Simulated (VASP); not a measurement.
# W (Im-3m) in VASP: relaxation of cell and atoms with r2SCAN

Aim: the relaxation of cell and atoms of W with r2SCAN.

Everything below comes from runs of VASP 6.6.1. Logs are shortened: lines on timing, memory, paths and dates and some standing lists are left out, and cuts for length are marked.

### 1 The cell of the first run

It takes space group Im-3m (No. 229, cubic). The conventional cell has a = 3.195 Å, b = 3.195 Å, c = 3.195 Å, α = 90.00°, β = 90.00°, γ = 90.00°. Within 3.6 Å of W (site symmetry m-3m) lie 14 W at 2.77 to 3.19 Å.

### 2 Relaxation of cell and atoms, r2SCAN

POSCAR

```
W
1.0
   -1.5973000000     -1.5973000000     -1.5973000000
    1.5973000000      1.5973000000     -1.5973000000
    1.5973000000     -1.5973000000      1.5973000000
W
1
Direct
    0.0000000000      0.0000000000      0.0000000000
```

INCAR.step1

```
PREC = Accurate ; ENCUT = 600
ISMEAR = 0 ; SIGMA = 0.1
LREAL = False ; LASPH = True
NELM = 80 ; GGA = PE
ALGO = Normal ; EDIFF = 1E-4
LWAVE = True ; LCHARG = False
```

INCAR.step2

```
PREC = Accurate ; ENCUT = 600
EDIFF = 1E-7 ; ISMEAR = 0
SIGMA = 0.1 ; LREAL = False
LASPH = True ; NELM = 80
ALGO = Normal ; ISIF = 3
LWAVE = False ; LCHARG = False
METAGGA = R2SCAN ; LMIXTAU = True
IBRION = 2 ; NSW = 100
EDIFFG = -0.005 ; ISTART = 1
```

KPOINTS

```
Automatic mesh
0
Gamma
  18 18 18
```

Potentials or basis: VASP PAW PBE potentials, release 64 (W_sv).

On the command line:

```bash
cat potpaw_PBE.64/W_sv/POTCAR > POTCAR
cp INCAR.step1 INCAR
mpirun -np 1 vasp_std > vasp.out
cp INCAR.step2 INCAR
mpirun -np 1 vasp_std > vasp.out
```

OUTCAR:

```text
PREC = Accurate
   ENCUT = 600
   EDIFF = 1E-7
   ISMEAR = 0
   LREAL = False
   LASPH = True
   NELM = 80
   ISIF = 3
   METAGGA = R2SCAN
   IBRION = 2
   NSW = 100
   EDIFFG = -0.005
   ISTART = 1

 ion  position               nearest neighbor table
   1  0.000  0.000  0.000-

  LATTYP: Found a body centered cubic cell.
 ALAT       =     3.1946000000

  Lattice vectors:

 A1 = (  -1.5973000000,  -1.5973000000,  -1.5973000000)
 A2 = (   1.5973000000,   1.5973000000,  -1.5973000000)
 A3 = (   1.5973000000,  -1.5973000000,   1.5973000000)

Analysis of symmetry for initial positions (statically):
=====================================================================
 Subroutine PRICEL returns:
 Original cell was already a primitive cell.

 Routine SETGRP: Setting up the symmetry group for a
 body centered cubic supercell.

 Subroutine GETGRP returns: Found 48 space group operations
 (whereof 48 operations were pure point group operations)
 out of a pool of 48 trial point group operations.

The static configuration has the point symmetry O_h .

Analysis of symmetry for dynamics (positions and initial velocities):
=====================================================================
 Subroutine PRICEL returns:
 Original cell was already a primitive cell.

 Routine SETGRP: Setting up the symmetry group for a
 body centered cubic supercell.

 Subroutine GETGRP returns: Found 48 space group operations
 (whereof 48 operations were pure point group operations)
 out of a pool of 48 trial point group operations.

The dynamic configuration has the point symmetry O_h .

 Subroutine INISYM returns: Found 48 space group operations
 (whereof 48 operations are pure point group operations),
 and found     1 'primitive' translations

----------------------------------------------------------------------------------------

                                     Primitive cell

  volume of cell :      16.3012

  direct lattice vectors                    reciprocal lattice vectors
    -1.597300000 -1.597300000 -1.597300000     0.000000000 -0.313028235 -0.313028235
     1.597300000  1.597300000 -1.597300000     0.313028235  0.000000000 -0.313028235
     1.597300000 -1.597300000  1.597300000     0.313028235 -0.313028235  0.000000000

  length of vectors
     2.766604755  2.766604755  2.766604755     0.442688776  0.442688776  0.442688776

  position of ions in fractional coordinates (direct lattice)
     0.000000000  0.000000000  0.000000000

  ion indices of the primitive-cell ions
   primitive index   ion index
                 1           1

----------------------------------------------------------------------------------------

 KPOINTS: Automatic mesh

Automatic generation of k-mesh.
 Grid dimensions read from file:
 generate k-points for:   18   18   18

 Generating k-lattice:

  Cartesian coordinates                     Fractional coordinates (reciprocal lattice)
     0.000000000 -0.017390458 -0.017390458     0.055555556  0.000000000  0.000000000
     0.017390458  0.000000000 -0.017390458     0.000000000  0.055555556  0.000000000
     0.017390458 -0.017390458  0.000000000     0.000000000  0.000000000  0.055555556

  Length of vectors
     0.024593821  0.024593821  0.024593821

  Shift w.r.t. Gamma in fractional coordinates (k-lattice)
     0.000000000  0.000000000  0.000000000

 Subroutine IBZKPT returns following result:
 ===========================================

 Found    195 irreducible k-points:

 Following reciprocal coordinates:
            Coordinates               Weight
  0.000000  0.000000  0.000000      1.000000
  0.055556  0.000000  0.000000     12.000000
  0.111111  0.000000  0.000000     12.000000
  0.166667  0.000000  0.000000     12.000000
  0.222222  0.000000  0.000000     12.000000
  0.277778  0.000000  0.000000     12.000000
[... 16 lines left out ...]
  0.333333  0.111111  0.000000     48.000000
  0.388889  0.111111  0.000000     48.000000
 [... further k-points ...]
   k-points           NKPTS =    195   k-points in BZ     NKDIM =    195   number of bands    NBANDS=     11
   number of dos      NEDOS =    301   number of ions     NIONS =      1
   total plane-waves  NPLWV =  13824
   dimension x,y,z NGX =    24 NGY =   24 NGZ =   24
   dimension x,y,z NGXF=    48 NGYF=   48 NGZF=   48
   ions per type =               1
   NGX,Y,Z   is equivalent  to a cutoff of  14.42, 14.42, 14.42 a.u.
   NGXF,Y,Z  is equivalent  to a cutoff of  28.84, 28.84, 28.84 a.u.
 SYSTEM =  unknown system
   PREC   = accura    normal or accurate (medium, high low for compatibility)
   ISTART =      1    job   : 0-new  1-cont  2-samecut
   ICHARG =      0    charge: 1-file 2-atom 10-const
   ISPIN  =      1    spin polarized calculation?
   LNONCOLLINEAR =      F non collinear calculations
   LSORBIT =      F    spin-orbit coupling
   LASPH  =      T    aspherical Exc in radial PAW
   ENCUT  =  600.0 eV  44.10 Ry    6.64 a.u.   5.53  5.53  5.53*2*pi/ulx,y,z
   NELM   =     80;   NELMIN=  2; NELMDL=  0     # of ELM steps
   EDIFF  = 0.1E-06   stopping-criterion for ELM
   LREAL  =      F    real-space projection
   EDIFFG = -.5E-02   stopping-criterion for IOM
   NSW    =    100    number of steps for IOM
   IBRION =      2    ionic relax: 0-MD 1-quasi-New 2-CG
   NFREE  =      1    steps in history (QN), initial steepest desc. (CG)
   ISIF   =      3    stress and relaxation
   ISYM   =      2    0-nonsym 1-usesym 2-fastsym
   POTIM  = 0.5000    time-step for ionic-motion
   TEBEG  =    0.0;   TEEND  =   0.0 temperature during run
   PSTRESS=    0.0 pullay stress
   NELECT =      14.0000    total number of electrons
   NUPDOWN=      -1.0000    fix difference up-down
   EMIN   =  10.00;   EMAX   =-10.00  energy-range for DOS
   EFERMI =   0.00;   METHOD = LEGACY
   ISMEAR =     0;   SIGMA  =   0.10  broadening in eV -4-tet -1-fermi 0-gaus
   EFERMI_NEDOS =   21; number of points for ismear=-14 and -15
   IALGO  =     38    algorithm
   IMIX   =      4    mixing-type and parameters
     AMIX     =   0.40;   BMIX     =  1.00
     AMIX_MAG =   1.60;   BMIX_MAG =  1.00
  volume/ion in A,a.u.               =      16.30       110.01
  Fermi-wavevector in a.u.,A,eV,Ry     =   1.556125  2.940649 32.946829  2.421524
  Thomas-Fermi vector in A             =   2.659966
   LORBIT       =      0    0 simple, 1 ext, 2 COOP (PROOUT), +10 PAW based schemes
   METAGGA = R2SCAN    functional components
   LHFCALC =     F    Hartree Fock is set to
   AEXX    =    0.0000 exact exchange contribution
   IVDW    =     0    specifies the selected vdW correction
   LEPSILON=     F    determine dielectric tensor
   LRPA    =     F    only Hartree local field effects (RPA)
 conjugate gradient relaxation of ions
 non-spin polarized calculation
 Gauss-broadening in eV      SIGMA  =   0.10
  energy-cutoff  :      600.00
  volume of cell :       16.30
 maximum number of plane-waves:       560
 NGX is ok and might be reduce to    24
   NGX = 11   NGY = 11   NGZ = 11

--------------------------------------- Ionic step        1  -------------------------------------------

 number of electron      14.0000002 magnetization

 Free energy of the ion-electron system (eV)
  ---------------------------------------------------
  ext. energy  EPLUGINS =         0.00000000
  ---------------------------------------------------
  free energy    TOTEN  =       -51.34170654 eV

  energy without entropy =      -51.33782777  energy(sigma->0) =      -51.33976716

------------------------ aborting loop because EDIFF is reached ----------------------------------------

  FORCE on cell =-STRESS in cart. coord.  units (eV):
  Direction    XX          YY          ZZ          XY          YZ          ZX
  --------------------------------------------------------------------------------------
  -------------------------------------------------------------------------------------
  Total       -0.6409474     -0.6409474     -0.6409474      0.0000000      0.0000000      0.0000000
  in kB      -62.9960781    -62.9960781    -62.9960781      0.0000000      0.0000000      0.0000000
  external PRESSURE =     -62.9960781 kB  Pullay stress =       0.0000000 kB

 VOLUME and BASIS-vectors are now :
 -----------------------------------------------------------------------------
  energy-cutoff  :      600.00
  volume of cell :       16.30
      direct lattice vectors                 reciprocal lattice vectors
    -1.597300000 -1.597300000 -1.597300000     0.000000000 -0.313028235 -0.313028235
     1.597300000  1.597300000 -1.597300000     0.313028235  0.000000000 -0.313028235
     1.597300000 -1.597300000  1.597300000     0.313028235 -0.313028235  0.000000000
[... 71 lines left out ...]
 POSITION                                       TOTAL-FORCE (eV/Angst)
 -----------------------------------------------------------------------------------
     -0.00000     -0.00000     -0.00000         0.000000     -0.000000      0.000000
 -----------------------------------------------------------------------------------
    total drift:                                0.000000     -0.000000      0.000000

  FREE ENERGIE OF THE ION-ELECTRON SYSTEM (eV)
  ---------------------------------------------------
  free  energy   TOTEN  =       -51.3484335787 eV

  energy  without entropy=      -51.3447844955  energy(sigma->0) =      -51.34660904

--------------------------------------- Ionic step        4  -------------------------------------------

 number of electron      14.0000002 magnetization

 Free energy of the ion-electron system (eV)
  ---------------------------------------------------
  ext. energy  EPLUGINS =         0.00000000
  ---------------------------------------------------
  free energy    TOTEN  =       -51.34844109 eV

  energy without entropy =      -51.34479899  energy(sigma->0) =      -51.34662004

 E-fermi :  11.1781     XC(G=0): -14.9113

 val. band max:       11.1685647155   @ k =  -0.1667   0.1667   0.0556
 cond. band min:      11.1902057925   @ k =  -0.3889   0.3889   0.2778
 fundamental gap:      0.0216410770
 Fermi energy:        11.1780768379

 k-point     1 :       0.0000    0.0000    0.0000
  band No.  band energies     occupation
      1     -64.9325      2.00000
      2     -27.8044      2.00000
      3     -27.8044      2.00000
      4     -27.8044      2.00000
      5       1.0969      2.00000
      6       9.9169      2.00000
      7       9.9169      2.00000
      8       9.9170      2.00000
      9      13.7350      0.00000
     10      13.7350      0.00000
     11      26.4271      0.00000

 k-point     2 :       0.0556    0.0000    0.0000
  band No.  band energies     occupation
      1     -64.9282      2.00000
      2     -27.8483      2.00000
      3     -27.8180      2.00000
      4     -27.8046      2.00000
      5       1.2521      2.00000
      6       9.8212      2.00000
      7       9.8946      2.00000
      8      10.0657      2.00000
      9      13.5787      0.00000
     10      13.7344      0.00000
     11      26.5594      0.00000
[... 295 lines left out ...]
 k-point    24 :       0.3889    0.1111    0.0000
  band No.  band energies     occupation
      1     -64.7858      2.00000
      2     -29.0625      2.00000
      3     -28.2743      2.00000
      4     -27.8708      2.00000
      5       5.1213      2.00000
      6       7.6265      2.00000
      7      10.4604      2.00000
      8      13.4180      0.00000
      9      14.8083      0.00000
     10      17.7547      0.00000
     11      22.5983      0.00000

 [... further k-points ...]

------------------------ aborting loop because EDIFF is reached ----------------------------------------

  FORCE on cell =-STRESS in cart. coord.  units (eV):
  Direction    XX          YY          ZZ          XY          YZ          ZX
  --------------------------------------------------------------------------------------
  -------------------------------------------------------------------------------------
  Total       -0.0015988     -0.0015988     -0.0015988      0.0000000      0.0000000      0.0000000
  in kB       -0.1604253     -0.1604253     -0.1604253      0.0000000      0.0000000      0.0000000
  external PRESSURE =      -0.1604253 kB  Pullay stress =       0.0000000 kB

 VOLUME and BASIS-vectors are now :
 -----------------------------------------------------------------------------
  energy-cutoff  :      600.00
  volume of cell :       15.97
      direct lattice vectors                 reciprocal lattice vectors
    -1.586318183 -1.586318183 -1.586318183     0.000000000 -0.315195278 -0.315195278
     1.586318183  1.586318183 -1.586318183     0.315195278  0.000000000 -0.315195278
     1.586318183 -1.586318183  1.586318183     0.315195278 -0.315195278  0.000000000

 POSITION                                       TOTAL-FORCE (eV/Angst)
 -----------------------------------------------------------------------------------
      1.58632     -1.58632      1.58632        -0.000000      0.000000     -0.000000
 -----------------------------------------------------------------------------------
    total drift:                                0.000000     -0.000000      0.000000

  FREE ENERGIE OF THE ION-ELECTRON SYSTEM (eV)
  ---------------------------------------------------
  free  energy   TOTEN  =       -51.3484410884 eV

  energy  without entropy=      -51.3447989861  energy(sigma->0) =      -51.34662004

 reached required accuracy - stopping structural energy minimisation
```

Wall time 2.5 min (1 thread of Intel Xeon 6975P-C (Granite Rapids), shared host); peak memory 0.19 GiB.

Results:

```yaml
Free_energy: -51.3484 eV
Relaxed_volume: 15.97 Å³/atom
Relaxed_cell: a = 2.748 Å, b = 2.748 Å, c = 2.748 Å, α = 109.47°, β = 109.47°, γ = 109.47°
Space_group_after_relaxing_to_0.1_Å: Im-3m (No. 229)
Energy_gained_by_relaxing: 6.7 meV/atom
Ionic_steps: 4
Pressure_after_relaxing: 0.0 GPa
Band_gap_on_the_k_mesh: zero (bands 7 and 8 overlap by 6.56 eV)
```

Step by step:
```
step  energy change (eV)  largest force (eV/Å)  pressure (GPa)  volume (Å³)
   1              0.0000                0.0000           -6.30        16.30
   2              0.0842                0.0000           27.57        14.84
   3             -0.0067                0.0000           -0.21        15.98
   4             -0.0067                0.0000           -0.02        15.97
```

Final structure:
```
W
1.0
    -1.58632   -1.58632   -1.58632
     1.58632    1.58632   -1.58632
     1.58632   -1.58632    1.58632
W
1
Direct
  0.00000 0.00000 0.00000
```

Caveat: the PAW data sets were made with another functional, which shifts forces and pressure a little; spin-orbit coupling is left out, which moves the levels of the heavy elements.

The gap in the log of VASP goes by the Fermi energy; the results here count the filled bands.